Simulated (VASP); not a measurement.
Ge, 1 atom in the cell. It takes space group Fm-3m (No. 225, cubic). The conventional cell has a = 4.255 Å, b = 4.255 Å, c = 4.255 Å, α = 90.00°, β = 90.00°, γ = 90.00°. Ge (site symmetry m-3m) has 12 Ge at 3.01 Å within 4.0 Å. 

```yaml
Program: VASP 6.6.1
Task: single point
Functional: PBEsol
Potentials_or_basis: VASP PAW PBE potentials, release 64 (Ge_d)
Cutoff: 520 eV
k_mesh: 6 × 6 × 6
Occupations: gaussian, width 0.1 eV
Spin: no spin polarisation
Dipole_correction: no
Further_INCAR_settings: ALGO = Normal; EDIFF = 1e-06; NBANDS = 13
```

Potentials or basis: VASP PAW PBE potentials, release 64 (Ge_d).

Command:

```bash
$ cat potpaw_PBE.64/Ge_d/POTCAR > POTCAR
$ mpirun -np 1 vasp_std > vasp.out
```

Hardware: 1 thread of Intel(R) Xeon(R) 6975P-C (Granite Rapids) (shared host).

Question: Estimate the wall time of this run.

Answer: Wall time 3.6 s on 1 thread of Intel(R) Xeon(R) 6975P-C (Granite Rapids), with other jobs on the host, peak memory 0.13 GiB. Counts: scf iterations 10, k points 16.
